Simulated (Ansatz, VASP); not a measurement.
**SiC in VASP and in Ansatz**

File INCAR:

```
  PREC = Accurate
  ENCUT = 520
  EDIFF = 1E-7
  ISMEAR = 0
  SIGMA = 0.02
  LREAL = False
  LASPH = True
  NELM = 120
  ALGO = Normal
  ISIF = 2
  LWAVE = False
  LCHARG = False
  GGA = PS
  IBRION = 2
  NSW = 60
  EDIFFG = -0.002
  GGA_COMPAT = False
  NELMIN = 4
```

File KPOINTS:

```
Automatic mesh
0
Gamma
  10 10 10
```

POSCAR

```
SiC
1.0
   -0.0062500680      2.1939644051      2.2002144731
    2.1939644051     -0.0062500680      2.2002144731
    2.1877143371      2.1877143371      0.0000000000
Si C
1 1
Direct
   -0.0007538499     -0.0007538499      0.0007538499
    0.2507538499      0.2507538499      0.2492461501
```

Input for Ansatz:

```yaml
crystal:
  lattice:
    - [-0.006250068, 2.1939644051, 2.2002144731]
    - [2.1939644051, -0.006250068, 2.2002144731]
    - [2.1877143371, 2.1877143371, 0.0]
  atoms:
    - { symbol: Si, position: [-0.0007538499, -0.0007538499, 0.0007538499] }
    - { symbol: C, position: [0.2507538499, 0.2507538499, 0.2492461501] }
basis:
  ecutwfc: 420
kpoints:
  mp_grid: { grid: [10, 10, 10] }
hamiltonian:
  xc: pbesol
scf:
  occupations: { method: gaussian, width: 0.02 }
output:
  forces: true
  stress: true
  eigenvalues: true
relax:
  adjacent_minimum: "off"
  f_tol: 0.002
  max_steps: 40
```

Change from the starting cell: strained cell.

Alike in both runs: task relaxation of the atoms; functional PBEsol; k mesh 10 × 10 × 10; occupations gaussian, width 0.02 eV; no spin polarisation.

|  | VASP | Ansatz |
| --- | --- | --- |
| version | VASP 6.6.1 | Ansatz 0.2.0 |
| potentials or method | VASP PAW PBE potentials, release 64 (Si, C), cutoff 520 eV | scalar-relativistic, plane waves, PAW |
| valence electrons in the cell | 8 | 8 |

VASP gave:

* gap on the k mesh at the Fermi level, each at its own relaxed structure (eV): 1.21

**Question.** Which values does Ansatz return?

**Answer.** gap on the k mesh at the Fermi level, each at its own relaxed structure (eV): 1.22.

VASP's potentials were made for PBE, not for PBEsol. Ansatz's warnings: stress scf threshold loose.
